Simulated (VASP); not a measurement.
Input of a VASP 6.6.1 run:

Contents of POSCAR:

```
NaI
1.0
    0.0000000000      3.1333241874      3.1333241874
    3.1333241874      0.0000000000      3.1333241874
    3.1333241874      3.1333241874      0.0000000000
Na I
1 1
Direct
    0.0000000000      0.0000000000      0.0000000000
    0.5000000000      0.5000000000      0.5000000000
```

File INCAR.step1:

```
  PREC = Accurate
  ENCUT = 520
  ISMEAR = 0
  SIGMA = 0.02
  LREAL = False
  LASPH = True
  NELM = 100
  NBANDS = 14
  GGA = PE
  ALGO = Normal
  EDIFF = 1E-4
  LWAVE = True
  LCHARG = False
```

INCAR.step2

```
  PREC = Accurate
  ENCUT = 520
  EDIFF = 1E-6
  ISMEAR = 0
  SIGMA = 0.02
  LREAL = False
  LASPH = True
  NELM = 100
  ALGO = Normal
  ISIF = 2
  LWAVE = False
  LCHARG = False
  METAGGA = R2SCAN
  LMIXTAU = True
  NBANDS = 14
  ISTART = 1
```

The input KPOINTS:

```
regular mesh
0
Gamma
  6 6 6
```

Potentials or basis: VASP PAW PBE potentials, release 64 (Na_pv, I).

The run is started by

```console
$ cat potpaw_PBE.64/Na_pv/POTCAR potpaw_PBE.64/I/POTCAR > POTCAR
$ cp INCAR.step1 INCAR
$ mpirun -np 1 vasp_std > vasp.out
$ cp INCAR.step2 INCAR
$ mpirun -np 1 vasp_std > vasp.out
```

Question: Predict the pressure.

Answer: 1.9 GPa.

Question: Estimate the band gap on the k mesh.

Answer: 4.76 eV.

Caveat: the PAW data sets were made with another functional, which shifts forces and pressure a little; spin-orbit coupling is left out, which moves the levels of the heavy elements. r2SCAN opens gaps a little over a GGA but as a rule still falls short of measured ones.
